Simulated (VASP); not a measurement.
Set up this calculation in VASP 6.6.1, as the native input.

| Quantity | Value |
| --- | --- |
| Task | single point |
| Functional | PBEsol |
| Potentials or basis | VASP PAW PBE potentials, release 64 (Ru_pv) |
| Cutoff | 520 eV |
| k mesh | 18 × 18 × 10 |
| Occupations | gaussian, width 0.15 eV |
| Spin | no spin polarisation |
| Dipole correction | no |
| Further INCAR settings | ALGO = Fast; EDIFF = 1e-06; NBANDS = 21 |

The structure of Ru lies in POSCAR:

```
Ru
1.0
    2.7254575605      0.0000000000      0.0000000000
   -1.3627287802      2.3603154843      0.0000000000
    0.0000000000      0.0000000000      4.2523798378
Ru
2
Direct
    0.3633848245      0.7267696491      0.2500000000
    0.6366151755      0.2732303509      0.7500000000
```

These files were run (other wordings do the same):

INCAR

```
  PREC = Accurate
  ENCUT = 520
  EDIFF = 1E-6
  ISMEAR = 0
  SIGMA = 0.15
  LREAL = F
  LASPH = T
  NELM = 80
  ALGO = Fast
  ISIF = 2
  LWAVE = F
  LCHARG = F
  GGA = PS
  NBANDS = 21
```

KPOINTS

```
regular mesh
0
Gamma
  18 18 10
```

Potentials or basis: VASP PAW PBE potentials, release 64 (Ru_pv).

Run with:

```console
$ cat potpaw_PBE.64/Ru_pv/POTCAR > POTCAR
$ mpirun -np 1 vasp_std > vasp.out
```

It gave:

- Pressure: -4.3 GPa
- Largest force: 1.745 eV/Å
- Band gap on the k mesh: zero (band 14 reaches 14.10 eV, above the bottom of band 15 at 11.22 eV)

Caveat: the PAW data sets were made with another functional, which shifts forces and pressure a little.

Run time: 98 s on 1 thread of AMD EPYC 9R45 96-Core Processor (Zen 5) (shared host), peak memory 0.3 GiB.
